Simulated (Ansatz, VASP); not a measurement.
One calculation of Ta, two programs

INCAR

```
  PREC = Accurate
  ENCUT = 520
  EDIFF = 1E-6
  ISMEAR = 0
  SIGMA = 0.15
  LREAL = F
  LASPH = T
  NELM = 80
  ALGO = Fast
  ISIF = 2
  LWAVE = F
  LCHARG = F
  GGA = PS
  NBANDS = 12
```

KPOINTS

```
regular mesh
0
Gamma
  20 20 20
```

Contents of POSCAR:

```
Ta
1.0
   -1.7173312000      1.7173312000      1.6512800000
    1.7173312000     -1.7173312000      1.6512800000
    1.7173312000      1.7173312000     -1.6512800000
Ta
1
Direct
    0.0000000000      0.0000000000      0.0000000000
```

Input for Ansatz:

```yaml
crystal:
  lattice:
    - [-1.7173312, 1.7173312, 1.65128]
    - [1.7173312, -1.7173312, 1.65128]
    - [1.7173312, 1.7173312, -1.65128]
  atoms:
    - { symbol: Ta, position: [0.0, 0.0, 0.0] }
basis:
  ecutwfc: 420
kpoints:
  mp_grid: { grid: [20, 20, 20] }
hamiltonian:
  xc: pbesol
scf:
  occupations: { method: gaussian, width: 0.15 }
output:
  forces: true
  stress: true
  eigenvalues: true
```

Change from the starting cell: strain +0.040 along x and y, +0.000 along z, atoms carried along.

Alike in both runs: task single point; functional PBEsol; k mesh 20 × 20 × 20; occupations gaussian, width 0.15 eV; no spin polarisation.

```csv
,VASP,Ansatz
version,VASP 6.6.1,Ansatz 0.2.0
potentials or method,"VASP PAW PBE potentials, release 64 (Ta_pv), cutoff 520 eV","scalar-relativistic, plane waves, PAW"
valence electrons in the cell,11,13
```

```csv
,VASP,Ansatz,Ansatz less VASP
gap on the k mesh at the Fermi level (eV),none,none,-
pressure (GPa),-16.7,-16.7,-0.03
"traceless stress, the component that is largest in VASP (GPa)",2.14,2.14,+0.003
```

VASP's potentials were made for PBE, not for PBEsol. A gap of «none» marks a metal or a gap that the smearing closes. VASP's potentials hold 11 valence electrons a cell and Ansatz's 13, so a difference there can come from the potentials and not from the codes.

Spin-orbit coupling is off throughout.
